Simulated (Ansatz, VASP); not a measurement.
## Lu: VASP beside Ansatz

```xyz
2
Lattice="3.4748 0.0000 0.0000 -1.7374 3.0093 0.0000 0.0000 0.0000 5.5666" Properties=species:S:1:pos:R:3 pbc="T T T"
Lu    0.0000    2.0062    1.3917
Lu    1.7374    1.0031    4.1749
```

Change from the starting cell: equal xx and yy strain of -1 %.

Alike in both runs: task single point; functional PBEsol; k mesh 13 × 13 × 8; occupations fermi-dirac, width 0.03 eV; no spin polarisation.

|  | VASP | Ansatz |
| --- | --- | --- |
| version | VASP 6.6.1 | Ansatz 0.2.0 |
| potentials or method | VASP PAW PBE potentials, release 64 (Lu), cutoff 520 eV | all-electron LAPW, scalar-relativistic |

|  | VASP | Ansatz | Ansatz less VASP |
| --- | --- | --- | --- |
| pressure (GPa) | -2.4 | -2.6 | -0.14 |
| traceless stress, the component that is largest in VASP (GPa) | -1.28 | -1.29 | -0.005 |

VASP's potentials were made for PBE, not for PBEsol. Ansatz ran all-electron here, and VASP with PAW potentials.

Neither program's run includes spin-orbit coupling.
